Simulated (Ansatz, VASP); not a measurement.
# Ba: VASP beside Ansatz

INCAR

```
PREC = Accurate
ENCUT = 500
EDIFF = 1E-6
ISMEAR = 0
SIGMA = 0.1
LREAL = False
LASPH = True
NELM = 120
ALGO = Normal
ISIF = 2
LWAVE = False
LCHARG = True
GGA = PS
LELF = True
LVHAR = True
NBANDS = 11
GGA_COMPAT = False
```

Contents of KPOINTS:

```
Automatic mesh
0
Gamma
  6 6 6
```

File POSCAR:

```
Ba
1.0
    3.9177175405      0.0000000000      0.0000000000
    0.0000000000      3.9177175405      0.0000000000
    0.0000000000      0.0000000000      3.9177175405
Ba
1
Direct
    0.0000000000      0.0000000000      0.0000000000
```

Input for Ansatz:

```yaml
crystal:
  lattice:
    - [3.9177175405, 0.0, 0.0]
    - [0.0, 3.9177175405, 0.0]
    - [0.0, 0.0, 3.9177175405]
  atoms:
    - { symbol: Ba, position: [0.0, 0.0, 0.0] }
basis:
  ecutwfc: 420
kpoints:
  mp_grid: { grid: [6, 6, 6] }
hamiltonian:
  xc: pbesol
scf:
  occupations: { method: gaussian, width: 0.1 }
output:
  forces: true
  stress: true
  eigenvalues: true
```

Alike in both runs: task single point; functional PBEsol; k mesh 6 × 6 × 6; occupations gaussian, width 0.1 eV; no spin polarisation.

```csv
,VASP,Ansatz
version,VASP 6.6.1,Ansatz 0.2.0
potentials or method,"VASP PAW PBE potentials, release 64 (Ba_sv), cutoff 500 eV","scalar-relativistic, plane waves, PAW"
valence electrons in the cell,10,10
```

```csv
,VASP,Ansatz,Ansatz less VASP
gap on the k mesh at the Fermi level (eV),none,none,-
pressure (GPa),-0.6,-0.7,-0.11
```

VASP's potentials were made for PBE, not for PBEsol. A gap of «none» marks a metal or a gap that the smearing closes. With one functional, cell and mesh, what is left measures potentials, basis and numerics.

Neither program's run includes spin-orbit coupling.
